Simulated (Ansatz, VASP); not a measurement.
## SiNi3: VASP beside Ansatz

```
Si Ni
1.0
     3.46125    0.00000    0.00000
     0.00000    3.46125    0.00000
     0.00000    0.00000    3.46125
Si Ni
1 3
Cartesian
  0.0000 0.0000 -0.0600
  0.0000 1.7306 1.7306
  1.7306 0.0000 1.7306
  1.7306 1.7306 0.0000
```

Alike in both runs: task single point; functional PBEsol; k mesh 14 × 14 × 14; occupations gaussian, width 0.15 eV; no spin polarisation.

```csv
,VASP,Ansatz
version,VASP 6.6.1,Ansatz 0.2.0
potentials or method,"VASP PAW PBE potentials, release 64 (Si, Ni), cutoff 520 eV","scalar-relativistic, plane waves, PAW"
valence electrons in the cell,34,58
```

```csv
,VASP,Ansatz,Ansatz less VASP
gap on the k mesh at the Fermi level (eV),none,none,-
pressure (GPa),0.3,0.2,-0.12
"traceless stress, the component that is largest in VASP (GPa)",0.05,0.05,+0.002
rms of the force components (eV/Å),0.135,0.132,-0.0025
```

VASP's potentials were made for PBE, not for PBEsol. Atom by atom the forces differ by 0.003 eV/Å (rms over components). A gap of «none» marks a metal or a gap that the smearing closes. VASP's potentials hold 34 valence electrons a cell and Ansatz's 58, so a difference there can come from the potentials and not from the codes.
